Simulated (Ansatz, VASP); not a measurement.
**One calculation of In2O3, two programs**

File INCAR:

```
SYSTEM = In2O3
ALGO = Normal
EDIFF = 1E-8
ENCUT = 520
GGA = CA
ISIF = 2
ISMEAR = -1
LASPH = .TRUE.
LCHARG = .FALSE.
LEFG = .TRUE.
LREAL = .FALSE.
LWAVE = .FALSE.
NBANDS = 55
NELM = 60
PREC = Accurate
SIGMA = 0.02
```

The input KPOINTS:

```
k-points
0
G
  7 7 7
  0 0 0
```

Contents of POSCAR:

```
In2O3
1.0
    2.7435000000      1.5839604635      4.8366666667
   -2.7435000000      1.5839604635      4.8366666667
    0.0000000000     -3.1679209270      4.8366666667
In O
4 6
Direct
    0.3579176280      0.3579176280      0.3579176280
    0.1420823720      0.1420823720      0.1420823720
    0.6420823720      0.6420823720      0.6420823720
    0.8579176280      0.8579176280      0.8579176280
    0.5459193591      0.9540806409      0.2500000000
    0.2500000000      0.5459193591      0.9540806409
    0.9540806409      0.2500000000      0.5459193591
    0.4540806409      0.0459193591      0.7500000000
    0.7500000000      0.4540806409      0.0459193591
    0.0459193591      0.7500000000      0.4540806409
```

Input for Ansatz:

```yaml
crystal:
  lattice:
    - [2.7435, 1.5839604635, 4.8366666667]
    - [-2.7435, 1.5839604635, 4.8366666667]
    - [0.0, -3.167920927, 4.8366666667]
  atoms:
    - { symbol: In, position: [0.357917628, 0.357917628, 0.357917628] }
    - { symbol: In, position: [0.142082372, 0.142082372, 0.142082372] }
    - { symbol: In, position: [0.642082372, 0.642082372, 0.642082372] }
    - { symbol: In, position: [0.857917628, 0.857917628, 0.857917628] }
    - { symbol: O, position: [0.5459193591, 0.9540806409, 0.25] }
    - { symbol: O, position: [0.25, 0.5459193591, 0.9540806409] }
    - { symbol: O, position: [0.9540806409, 0.25, 0.5459193591] }
    - { symbol: O, position: [0.4540806409, 0.0459193591, 0.75] }
    - { symbol: O, position: [0.75, 0.4540806409, 0.0459193591] }
    - { symbol: O, position: [0.0459193591, 0.75, 0.4540806409] }
kpoints:
  mp_grid: { grid: [7, 7, 7] }
scf:
  occupations: { method: fermi_dirac, width: 0.02 }
hamiltonian:
  xc: lda
  pseudopotentials: { kind: paw }
output:
  forces: true
  stress: true
  populations: true
  efg:
    quadrupole_moments_barn: { In: 0.772, O: -0.02558 }
    contact_densities: true
  write_density: true
  write_potential: true
  elf: true
  volumetric_format: npy
```

Alike in both runs: task electric field gradients; functional LDA; k mesh 7 × 7 × 7; occupations fermi-dirac, width 0.02 eV; no spin polarisation.

```csv
,VASP,Ansatz
version,VASP 6.6.1,Ansatz 0.2.0
potentials or method,"VASP PAW LDA potentials, release 64 (In_d, O)","plane-wave PAW, scalar-relativistic"
plane-wave cutoff (eV),520,420
valence electrons in the cell,88,88
```

|  | VASP | Ansatz | Ansatz less VASP |
| --- | --- | --- | --- |
| gap on the k mesh at the Fermi level (eV) | 1.19 | 1.16 | -0.023 |
| pressure (GPa) | -2.6 | -3.3 | -0.68 |
| traceless stress, the component that is largest in VASP (GPa) | -0.53 | -0.41 | +0.122 |
| rms of the force components (eV/Å) | 0.057 | 0.055 | -0.0026 |
| size of Vzz on the site where it differs most (V/Å²) | 47.2 | 48.1 | +0.84 |

LDA's correlation is that of Perdew and Zunger in VASP and of Perdew and Wang (1992) in Ansatz. Atom by atom the forces differ by 0.003 eV/Å (rms over components).
